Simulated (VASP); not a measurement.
Set up this calculation in VASP 6.6.1, as the native input.

| Property | Result |
| --- | --- |
| Task | single point |
| Functional | r2SCAN |
| Potentials or basis | VASP PAW PBE potentials, release 64 (Sn_d, Se) |
| Cutoff | 520 eV |
| k mesh | 12 × 12 × 4 |
| Occupations | gaussian, width 0.01 eV |
| Spin | no spin polarisation |
| Dipole correction | no |
| Further INCAR settings | ALGO = Normal; EDIFF = 1e-06; NBANDS = 20 |

SnSe2:

```
Sn Se
1.0
     3.78690    0.00000    0.00000
    -1.89345    3.31268    0.00000
     0.00000    0.00000    6.22708
Sn Se
1 2
Cartesian
  0.0000 0.0000 0.0000
  0.0000 2.2074 1.5819
  1.8934 1.1053 4.6452
```

This cell differs from its parent crystal: uniaxial x strain -1.0%.

The input as run:

POSCAR

```
SnSe2
1.0
    3.7868978371      0.0000000000      0.0000000000
   -1.8934489185      3.3126764934      0.0000000000
    0.0000000000      0.0000000000      6.2270790464
Sn Se
1 2
Direct
    0.0000000000      0.0000000000      0.0000000000
    0.3331776924      0.6663553849      0.2540392226
    0.6668223076      0.3336446151      0.7459607774
```

INCAR.step1

```
PREC = Accurate
ENCUT = 520
ISMEAR = 0
SIGMA = 0.01
LREAL = False
LASPH = True
NELM = 80
NBANDS = 20
GGA = PE
ALGO = Normal
EDIFF = 1E-4
LWAVE = True
LCHARG = False
```

INCAR.step2

```
PREC = Accurate
ENCUT = 520
EDIFF = 1E-6
ISMEAR = 0
SIGMA = 0.01
LREAL = False
LASPH = True
NELM = 80
ALGO = Normal
ISIF = 2
LWAVE = False
LCHARG = True
METAGGA = R2SCAN
LMIXTAU = True
LELF = True
LVHAR = True
NBANDS = 20
ISTART = 1
```

KPOINTS

```
regular mesh
0
Gamma
  12 12 4
```

Potentials or basis: VASP PAW PBE potentials, release 64 (Sn_d, Se).

Command:

```sh
$ cat potpaw_PBE.64/Sn_d/POTCAR potpaw_PBE.64/Se/POTCAR > POTCAR
$ cp INCAR.step1 INCAR
$ mpirun -np 1 vasp_std > vasp.out
$ cp INCAR.step2 INCAR
$ mpirun -np 1 vasp_std > vasp.out
```

It gave:

```yaml
Pressure: 1.5 GPa
Largest_force: 0.021 eV/Å
Band_gap_on_the_k_mesh: 0.99 eV, indirect (least direct gap 1.49 eV)
```

Caveat: the cell differs from its parent crystal (uniaxial x strain -1.0%); the PAW data sets were made with another functional, which shifts forces and pressure a little; spin-orbit coupling is left out, which moves the levels of the heavy elements.

Run time: 12 min on 1 thread of Oxide Virtual Turin-like Processor (shared host), peak memory 0.34 GiB.
